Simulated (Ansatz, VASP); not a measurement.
**One calculation of Sn, two programs**

```
Sn
1.0
    -2.94014    2.94014    1.59930
     2.94014   -2.94014    1.59930
     2.94014    2.94014   -1.59930
Sn
2
Cartesian
  0.0000 0.0000 0.0000
  0.0000 2.9401 0.7997
```

Alike in both runs: task single point; functional PBE; k mesh 5 × 5 × 5; occupations fermi-dirac, width 0.03 eV; no spin polarisation.

|  | VASP | Ansatz |
| --- | --- | --- |
| version | VASP 6.6.1 | Ansatz 0.2.0 |
| potentials or method | VASP PAW PBE potentials, release 64 (Sn_d), cutoff 520 eV | all-electron LAPW, scalar-relativistic |

```tsv
	VASP	Ansatz	Ansatz less VASP
gap on the k mesh at the Fermi level (eV)	none	none	-
pressure (GPa)	1.7	1.8	+0.08
traceless stress, the component that is largest in VASP (GPa)	-3.23	-3.23	-0.002
```

A gap of «none» marks a metal or a gap that the smearing closes. Ansatz ran all-electron here, and VASP with PAW potentials.

The k mesh is coarse, so the values compare programs but aren't converged. Noted on Ansatz's run: the k mesh is thin for a metal, which can move the energy by tens of meV per atom.
